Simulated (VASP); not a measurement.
# Rb (P6_3/mmc) in VASP: single point with PBE

Aim: the single point of Rb with PBE.

Program: VASP 6.6.1. These are calculated values, not measurements. Logs are shortened: lines on timing, memory, paths and dates and some standing lists are left out, and cuts for length are marked.

## 1. The cell of the first run

The structure is hexagonal, space group P6_3/mmc (No. 194). Conventional cell: a = 5.073 Å, b = 5.073 Å, c = 8.193 Å, α = 90.00°, β = 90.00°, γ = 120.00°.

This isn't the form of Rb at room conditions, which is bcc.

## 2. Single point, PBE

POSCAR

```
Rb
1.0
    5.0727391943      0.0000000000      0.0000000000
   -2.5363695972      4.3931210091      0.0000000000
    0.0000000000      0.0000000000      8.1932022209
Rb
2
Direct
    0.3333333333      0.6666666667      0.7500000000
    0.6666666667      0.3333333333      0.2500000000
```

INCAR.step1

```
SYSTEM = Rb
  PREC = Accurate
  ENCUT = 520
  EDIFF = 1E-7
  ISMEAR = 0
  SIGMA = 0.05
  LREAL = .FALSE.
  LASPH = .TRUE.
  NELM = 60
  ALGO = Fast
  ISIF = 2
  LWAVE = .FALSE.
  LCHARG = .TRUE.
  GGA = PE
  NBANDS = 16
```

KPOINTS.step1

```
regular mesh
0
G
  10 10 6
  0 0 0
```

INCAR.step2

```
SYSTEM = Rb
  PREC = Accurate
  ENCUT = 520
  EDIFF = 1E-7
  ISMEAR = -5
  SIGMA = 0.05
  LREAL = .FALSE.
  LASPH = .TRUE.
  NELM = 60
  ALGO = Fast
  ISIF = 2
  LWAVE = .FALSE.
  LCHARG = .FALSE.
  GGA = PE
  LORBIT = 11
  NBANDS = 16
  NEDOS = 2001
  ICHARG = 11
```

KPOINTS.step2

```
regular mesh
0
G
  15 15 9
  0 0 0
```

Potentials or basis: VASP PAW PBE potentials, release 64 (Rb_sv).

Started as:

```bash
$ cat potpaw_PBE.64/Rb_sv/POTCAR > POTCAR
$ cp INCAR.step1 INCAR
$ cp KPOINTS.step1 KPOINTS
$ mpirun -np 1 vasp_std > vasp.out
$ cp INCAR.step2 INCAR
$ cp KPOINTS.step2 KPOINTS
$ mpirun -np 1 vasp_std > vasp.out
```

OUTCAR:

```text
SYSTEM = Rb
   PREC = Accurate
   ENCUT = 520
   EDIFF = 1E-7
   ISMEAR = -5
   LREAL = .FALSE.
   LASPH = .TRUE.
   NELM = 60
   ISIF = 2
   GGA = PE
   LORBIT = 11
   ICHARG = 11

 ion  position               nearest neighbor table
   1  0.333  0.667  0.750-   2 5.04   2 5.04   2 5.04   2 5.04   2 5.04   2 5.04
   2  0.667  0.333  0.250-   1 5.04   1 5.04   1 5.04   1 5.04   1 5.04   1 5.04

  LATTYP: Found a hexagonal cell.
 ALAT       =     5.0727391943
 C/A-ratio  =     1.6151435954

  Lattice vectors:

 A1 = (   5.0727391943,   0.0000000000,   0.0000000000)
 A2 = (  -2.5363695972,   4.3931210091,   0.0000000000)
 A3 = (   0.0000000000,   0.0000000000,   8.1932022209)

Analysis of symmetry for initial positions (statically):
=====================================================================
 Subroutine PRICEL returns:
 Original cell was already a primitive cell.

 Routine SETGRP: Setting up the symmetry group for a
 hexagonal supercell.

 Subroutine GETGRP returns: Found 24 space group operations
 (whereof 12 operations were pure point group operations)
 out of a pool of 24 trial point group operations.

The static configuration has the point symmetry D_3d.
 The point group associated with its full space group is D_6h.

Analysis of symmetry for dynamics (positions and initial velocities):
=====================================================================
 Subroutine PRICEL returns:
 Original cell was already a primitive cell.

 Routine SETGRP: Setting up the symmetry group for a
 hexagonal supercell.

 Subroutine GETGRP returns: Found 24 space group operations
 (whereof 12 operations were pure point group operations)
 out of a pool of 24 trial point group operations.

The dynamic configuration has the point symmetry D_3d.
 The point group associated with its full space group is D_6h.

 Subroutine INISYM returns: Found 24 space group operations
 (whereof 12 operations are pure point group operations),
 and found     1 'primitive' translations

----------------------------------------------------------------------------------------

                                     Primitive cell

  volume of cell :     182.5868

  direct lattice vectors                    reciprocal lattice vectors
     5.072739194  0.000000000  0.000000000     0.197132153  0.113814302  0.000000000
    -2.536369597  4.393121009  0.000000000     0.000000000  0.227628603  0.000000000
[... 89 lines left out ...]
   EDIFFG = 0.1E-05   stopping-criterion for IOM
   NSW    =      0    number of steps for IOM
   IBRION =     -1    ionic relax: 0-MD 1-quasi-New 2-CG
   NFREE  =      0    steps in history (QN), initial steepest desc. (CG)
   ISIF   =      2    stress and relaxation
   ISYM   =      2    0-nonsym 1-usesym 2-fastsym
   POTIM  = 0.5000    time-step for ionic-motion
   TEBEG  =    0.0;   TEEND  =   0.0 temperature during run
   PSTRESS=    0.0 pullay stress
   NELECT =      18.0000    total number of electrons
   NUPDOWN=      -1.0000    fix difference up-down
   EMIN   =  10.00;   EMAX   =-10.00  energy-range for DOS
   EFERMI =   0.00;   METHOD = LEGACY
   ISMEAR =    -5;   SIGMA  =   0.05  broadening in eV -4-tet -1-fermi 0-gaus
   EFERMI_NEDOS =   21; number of points for ismear=-14 and -15
   IALGO  =     68    algorithm
   IMIX   =      4    mixing-type and parameters
     AMIX     =   0.40;   BMIX     =  1.00
     AMIX_MAG =   1.60;   BMIX_MAG =  1.00
  volume/ion in A,a.u.               =      91.29       616.08
  Fermi-wavevector in a.u.,A,eV,Ry     =   0.756268  1.429140  7.781739  0.571942
  Thomas-Fermi vector in A             =   1.854351
   LORBIT       =     11    0 simple, 1 ext, 2 COOP (PROOUT), +10 PAW based schemes
   GGA     = PE    functional components
   LHFCALC =     F    Hartree Fock is set to
   AEXX    =    0.0000 exact exchange contribution
   IVDW    =     0    specifies the selected vdW correction
   LEPSILON=     F    determine dielectric tensor
   LRPA    =     F    only Hartree local field effects (RPA)
 non-spin polarized calculation
 RMM-DIIS sequential band-by-band and
 Fermi weights with tetrahedron method with Bloechl corrections
  energy-cutoff  :      520.00
  volume of cell :      182.59
 maximum number of plane-waves:      4950
 NGX is ok and might be reduce to    40

 number of electron      18.0000000 magnetization

 Free energy of the ion-electron system (eV)
  ---------------------------------------------------
  ext. energy  EPLUGINS =         0.00000000
  ---------------------------------------------------
  free energy    TOTEN  =        -1.87419016 eV

  energy without entropy =       -1.87419016  energy(sigma->0) =       -1.87419016

 E-fermi :   0.0118     XC(G=0):  -5.4574

 val. band max:        0.0070184634   @ k =   0.4000   0.1333   0.0000
 cond. band min:      -0.0228292389   @ k =   0.3333   0.0667   0.4444
 fundamental gap:     -0.0298477022
 Fermi energy:         0.0118303452

 k-point     1 :       0.0000    0.0000    0.0000
  band No.  band energies     occupation
      1     -28.8931      2.00000
      2     -28.8892      2.00000
      3     -13.0317      2.00000
      4     -12.9511      2.00000
      5     -12.9511      2.00000
      6     -12.9374      2.00000
[... 433 lines left out ...]
      3     -13.0127      2.00000
      4     -12.9978      2.00000
      5     -12.9844      2.00000
      6     -12.9834      2.00000
[... 8 lines left out ...]
     15       2.7262      0.00000
     16       3.3112      0.00000

 [... further k-points ...]
[... 5 lines left out ...]
  --------------------------------------------------------------------------------------
  -------------------------------------------------------------------------------------
  Total       -0.0025467     -0.0025467      0.0064937      0.0000000      0.0000000      0.0000000
  in kB       -0.0223466     -0.0223466      0.0569816      0.0000000      0.0000000      0.0000000
  external PRESSURE =       0.0040961 kB  Pullay stress =       0.0000000 kB

 VOLUME and BASIS-vectors are now :
 -----------------------------------------------------------------------------
  energy-cutoff  :      520.00
  volume of cell :      182.59
      direct lattice vectors                 reciprocal lattice vectors
     5.072739194  0.000000000  0.000000000     0.197132153  0.113814302  0.000000000
    -2.536369597  4.393121009  0.000000000     0.000000000  0.227628603  0.000000000
     0.000000000  0.000000000  8.193202221     0.000000000  0.000000000  0.122052401

 POSITION                                       TOTAL-FORCE (eV/Angst)
 -----------------------------------------------------------------------------------
     -0.00000      2.92875      6.14490         0.000000      0.000000      0.000000
      2.53637      1.46437      2.04830        -0.000000     -0.000000      0.000000
 -----------------------------------------------------------------------------------
    total drift:                               -0.000000      0.000000     -0.000000

  FREE ENERGIE OF THE ION-ELECTRON SYSTEM (eV)
  ---------------------------------------------------
  free  energy   TOTEN  =        -1.8741901577 eV

  energy  without entropy=       -1.8741901577  energy(sigma->0) =       -1.87419016

 total charge

# of ion       s       p       d       tot
------------------------------------------
    1        1.964   5.320   0.005   7.290
    2        1.964   5.320   0.005   7.290
--------------------------------------------------
tot          3.929  10.641   0.010  14.580
```

OUTCAR.step1:

```text
SYSTEM = Rb
   PREC = Accurate
   ENCUT = 520
   EDIFF = 1E-7
   ISMEAR = 0
   LREAL = .FALSE.
   LASPH = .TRUE.
[... 682 lines left out ...]
     -0.00000      2.92875      6.14490         0.000000     -0.000000      0.000000
      2.53637      1.46437      2.04830        -0.000000      0.000000      0.000000
 -----------------------------------------------------------------------------------
    total drift:                               -0.000000      0.000000     -0.000000

  FREE ENERGIE OF THE ION-ELECTRON SYSTEM (eV)
  ---------------------------------------------------
  free  energy   TOTEN  =        -1.8767488936 eV

  energy  without entropy=       -1.8745658376  energy(sigma->0) =       -1.87565737
```

Wall time 16 min (1 thread of Oxide Virtual Turin-like, shared host); peak memory 0.47 GiB.

What came out:

```
Valence electrons inside the program's atomic spheres : Rb 7.29
```

Levels at points of the mesh, in eV from the Fermi level:
```csv
k point,band 7,band 8,band 9,band 10,band 11,band 12
"(0.00, 0.00, 0.00)",-12.95,-12.95,-1.98,0.15,0.68,3.44
```
